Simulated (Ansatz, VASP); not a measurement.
# One calculation of Cu, two programs

```
Cu
1.0
     2.65559    0.00000    0.00000
    -1.32779    2.29981    0.00000
     0.00000    0.00000    4.34770
Cu
2
Cartesian
  0.0000 1.5332 1.0869
  1.3278 0.7666 3.2608
```

Alike in both runs: task single point; functional revPBE; k mesh 16 × 16 × 9; occupations fermi-dirac, width 0.1 eV; no spin polarisation.

```csv
,VASP,Ansatz
version,VASP 6.6.1,Ansatz 0.2.0
potentials or method,"VASP PAW PBE potentials, release 64 (Cu), cutoff 520 eV","plane waves (420 eV) with PAW, scalar-relativistic"
valence electrons in the cell,22,38
```

|  | VASP | Ansatz | Ansatz less VASP |
| --- | --- | --- | --- |
| pressure (GPa) | -7.3 | -8.1 | -0.78 |

VASP's potentials were made for PBE, not for revPBE. VASP's potentials hold 22 valence electrons a cell and Ansatz's 38, so a difference there can come from the potentials and not from the codes.
